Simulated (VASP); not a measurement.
Wanted: the native input for a VASP 6.6.1 run.

```
Task                   : single point
Functional             : PBEsol
Potentials or basis    : VASP PAW PBE potentials, release 64 (Fe)
Cutoff                 : 520 eV
k mesh                 : 21 × 21 × 21
Occupations            : fermi-dirac, width 0.08 eV
Spin                   : collinear spin, ferromagnetic start
Starting moments       : [2.5] μB
Dipole correction      : no
Further INCAR settings : ALGO = Normal; EDIFF = 1e-06; NBANDS = 14
```

The structure of Fe lies in POSCAR:

```
Fe
1.0
   -1.2462441055      1.2462441055      1.2462441055
    1.2462441055     -1.2462441055      1.2462441055
    1.2462441055      1.2462441055     -1.2462441055
Fe
1
Direct
    0.0000000000      0.0000000000      0.0000000000
```

One way to write it, as run:

INCAR

```
SYSTEM = Fe
PREC     = Accurate       ! precision mode
ENCUT    = 520            ! plane-wave cutoff, eV
EDIFF    = 1E-6           ! SCF threshold, eV
ISMEAR   = -1             ! smearing method
SIGMA    = 0.08           ! smearing width, eV
LREAL    = .False.        ! projectors in reciprocal space
LASPH    = .True.         ! aspherical terms in the spheres
NELM     = 150            ! most SCF steps
ALGO     = Normal         ! electronic algorithm
ISIF     = 2              ! what is computed and relaxed
LWAVE    = .False.        ! write WAVECAR
LCHARG   = .True.         ! write CHGCAR
ISPIN    = 2              ! spin polarisation
MAGMOM   = 2.5            ! initial moments
LORBIT   = 11             ! projections on sites
LMAXMIX  = 4              ! l up to which the mixer works
GGA      = PS             ! functional
LELF     = .True.         ! ELF
LVHAR    = .True.       
NBANDS   = 14             ! bands
```

KPOINTS

```
regular mesh
0
Gamma
  21 21 21
  0 0 0
```

Potentials or basis: VASP PAW PBE potentials, release 64 (Fe).

Run with:

```console
$ cat potpaw_PBE.64/Fe/POTCAR > POTCAR
$ mpirun -np 1 vasp_std > vasp.out
```

It gave:

```
Pressure     : 160.5 GPa
Net moment   : 1.35 μB per cell
Site moments : Fe +1.30 μB
```

Caveat: the cell stands under pressure; the PAW data sets were made with another functional, which shifts forces and pressure a little.

Run time: 52 s on 1 thread of Intel Xeon 8259CL, on a shared host, peak memory 0.16 GiB.
